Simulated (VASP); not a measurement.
Runs of VASP 6.6.1 on ScSi5. The structure is that of space group P-4m2 (No. 115), or close to it. The cells are those of the table. 

```tsv
task	spin	cell	k mesh	cutoff (eV)	gap on the mesh (eV)	pressure (GPa)	largest force (eV/Å)
single point	collinear, ferromagnetic start	a = 5.146, b = 5.146, c = 5.135 Å, 6 atoms	4 × 4 × 4	520	none	0.0	0.02
single point	off	a = 4.973, b = 4.973, c = 4.618 Å, 6 atoms	4 × 4 × 4	520	none	(a)	3.81
relaxation of cell and atoms	off	relaxed from a = 5.146, b = 5.146, c = 5.135 Å, 6 atoms	8 × 8 × 8	600	none	0.0	0.01
single point	off	a = 5.144, b = 5.144, c = 5.158 Å, 6 atoms	8 × 8 × 8	520	none	0.0	0.01
```

Alike in all rows: level PBE; potentials or basis VASP PAW PBE potentials, release 64 (Sc_sv, Si); smearing gaussian 0.1 eV.

Q: Estimate the missing entries.

A: (a) 19.9.

Caveats: forces of over 1 eV/Å act on the atoms, so gaps and moduli don't describe the material at rest (some runs).

A gap of «none» marks levels without a gap at the run's occupations.
